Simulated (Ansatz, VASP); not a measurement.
# TiCo: VASP beside Ansatz

```xyz
2
Lattice="2.9856 0.0000 0.0000 0.0000 2.9856 0.0000 0.0000 0.0000 2.9856" Properties=species:S:1:pos:R:3 pbc="T T T"
Ti    0.0577    0.0577    0.0577
Co    1.4928    1.4928    1.4928
```

Change from the starting cell: all Ti atoms moved -0.100 Å, as atom 1 towards its neighbour atom 2 (Co) at 2.586 Å.

Alike in both runs: task single point; functional PBE; k mesh 20 × 20 × 20; occupations gaussian, width 0.15 eV; collinear spin.

|  | VASP | Ansatz |
| --- | --- | --- |
| version | VASP 6.6.1 | Ansatz 0.2.0 |
| potentials or method | VASP PAW PBE potentials, release 64 (Ti_sv, Co), cutoff 520 eV | scalar-relativistic, plane waves, PAW |
| valence electrons in the cell | 21 | 29 |

Ansatz gave:

```
gap on the k mesh at the Fermi level (eV)                     : none
pressure (GPa)                                                : 0.4
traceless stress, the component that is largest in VASP (GPa) : 0.11
rms of the force components (eV/Å)                            : 0.289
net moment per atom (μB)                                      : 0.43
size of the moment on the site where the two differ most (μB) : 0.95
```

**Question.** Estimate VASP's values.

**Answer.** gap on the k mesh at the Fermi level (eV): none; pressure (GPa): -0.1; traceless stress, the component that is largest in VASP (GPa): 0.11; rms of the force components (eV/Å): 0.285; net moment per atom (μB): 0.42; size of the moment on the site where the two differ most (μB): 0.91.

Site moments also hang on the region over which each program counts them. Atom by atom the forces differ by 0.004 eV/Å (rms over components). A gap of «none» marks a metal or a gap that the smearing closes. VASP's potentials hold 21 valence electrons a cell and Ansatz's 29, so a difference there can come from the potentials and not from the codes.
